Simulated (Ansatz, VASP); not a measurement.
## Two plane-wave programs on Ga

```
CELL_PARAMETERS angstrom
0.00000 2.96358 2.96358
2.96358 0.00000 2.96358
2.96358 2.96358 0.00000
ATOMIC_POSITIONS crystal
Ga 0.12500 0.12500 0.12500
Ga 0.87500 0.87500 0.87500
```

Alike in both runs: task single point; functional r2SCAN; k mesh 11 × 11 × 11; occupations fermi-dirac, width 0.1 eV; no spin polarisation.

|  | VASP | Ansatz |
| --- | --- | --- |
| version | VASP 6.6.1 | Ansatz 0.2.0 |
| potentials or method | VASP PAW PBE potentials, release 64 (Ga_d), cutoff 520 eV | plane waves (500 eV) with PAW, scalar-relativistic |
| valence electrons in the cell | 26 | 26 |

Ansatz gave:

```
pressure (GPa) : -2.9
```

**Question.** Estimate VASP's values.

**Answer.** Pressure (GPa): -2.8.

VASP's potentials were made for PBE, not for r2SCAN.
